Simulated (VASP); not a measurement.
Input of a VASP 6.6.1 run:

INCAR

```
SYSTEM = Al
PREC     = Accurate       ! precision mode
ENCUT    = 520            ! plane-wave cutoff, eV
EDIFF    = 1E-7           ! SCF threshold, eV
ISMEAR   = -1             ! smearing method
SIGMA    = 0.05           ! smearing width, eV
LREAL    = .False.        ! projectors in reciprocal space
LASPH    = .True.         ! aspherical terms in the spheres
NELM     = 80             ! most SCF steps
ALGO     = Normal         ! electronic algorithm
ISIF     = 2              ! what is computed and relaxed
LWAVE    = .False.        ! write WAVECAR
LCHARG   = .False.        ! write CHGCAR
LDIPOL   = .True.       
IDIPOL   = 3            
DIPOL    = 0.5 0.5 0.500
GGA      = PE             ! functional
NBANDS   = 16             ! bands
```

Contents of KPOINTS:

```
Automatic mesh
0
Gamma
  11 11 1
  0 0 0
```

File POSCAR:

```
Al
1.0
    2.8270770242      0.0000000000      0.0000000000
   -1.4135385121      2.4483205214      0.0000000000
    0.0000000000      0.0000000000     24.1859930700
Al
5
Direct
    0.0000000000      0.0000000000      0.3100968390
    0.3333333300      0.6666666600      0.4050484195
    0.0000000000      0.0000000000      0.5000000000
    0.6666666700      0.3333333400      0.5949515805
    0.0000000000      0.0000000000      0.6899031610
```

Potentials or basis: VASP PAW PBE potentials, release 64 (Al).

Launch:

```console
$ cat potpaw_PBE.64/Al/POTCAR > POTCAR
$ mpirun -np 1 vasp_std > vasp.out
```

(1) Predict the largest force.

Results:

(1) 0.260 eV/Å.
